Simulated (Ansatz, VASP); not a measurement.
# Two plane-wave programs on Sn

Contents of INCAR:

```
SYSTEM = Sn
ALGO = Fast
EDIFF = 1E-6
ENCUT = 520
GGA = PS
ISIF = 2
ISMEAR = 0
IVDW = 12
LASPH = .TRUE.
LCHARG = .FALSE.
LREAL = .FALSE.
LWAVE = .FALSE.
NBANDS = 13
NELM = 80
PREC = Accurate
SIGMA = 0.15
```

Contents of KPOINTS:

```
k-points
0
G
  18 18 18
  0 0 0
```

The input POSCAR:

```
Sn
1.0
   -1.9704378920      1.9704378920      1.8188657464
    1.9704378920     -1.9704378920      1.8188657464
    1.9704378920      1.9704378920     -1.8188657464
Sn
1
Direct
    0.0000000000      0.0000000000      0.0000000000
```

Input for Ansatz:

```yaml
crystal:
  lattice:
    - [-1.970437892, 1.970437892, 1.8188657464]
    - [1.970437892, -1.970437892, 1.8188657464]
    - [1.970437892, 1.970437892, -1.8188657464]
  atoms:
    - { symbol: Sn, position: [0.0, 0.0, 0.0] }
basis:
  ecutwfc: 420
kpoints:
  mp_grid: { grid: [18, 18, 18] }
hamiltonian:
  xc: pbesol
  dispersion: d3bj
scf:
  occupations: { method: gaussian, width: 0.15 }
output:
  forces: true
  stress: true
  eigenvalues: true
```

Change from the starting cell: strain +0.040 along x and y, -0.040 along z, atoms carried along.

Alike in both runs: task single point; functional PBEsol; dispersion D3(BJ); k mesh 18 × 18 × 18; occupations gaussian, width 0.15 eV; no spin polarisation.

|  | VASP | Ansatz |
| --- | --- | --- |
| version | VASP 6.6.1 | Ansatz 0.2.0 |
| potentials or method | VASP PAW PBE potentials, release 64 (Sn_d), cutoff 520 eV | scalar-relativistic, plane waves, PAW |
| valence electrons in the cell | 14 | 14 |

|  | VASP | Ansatz | Ansatz less VASP |
| --- | --- | --- | --- |
| gap on the k mesh at the Fermi level (eV) | none | none | - |
| pressure (GPa) | -5.7 | -5.7 | -0.02 |
| traceless stress, the component that is largest in VASP (GPa) | -0.61 | -0.61 | -0.002 |

VASP's potentials were made for PBE, not for PBEsol. A gap of «none» marks a metal or a gap that the smearing closes.
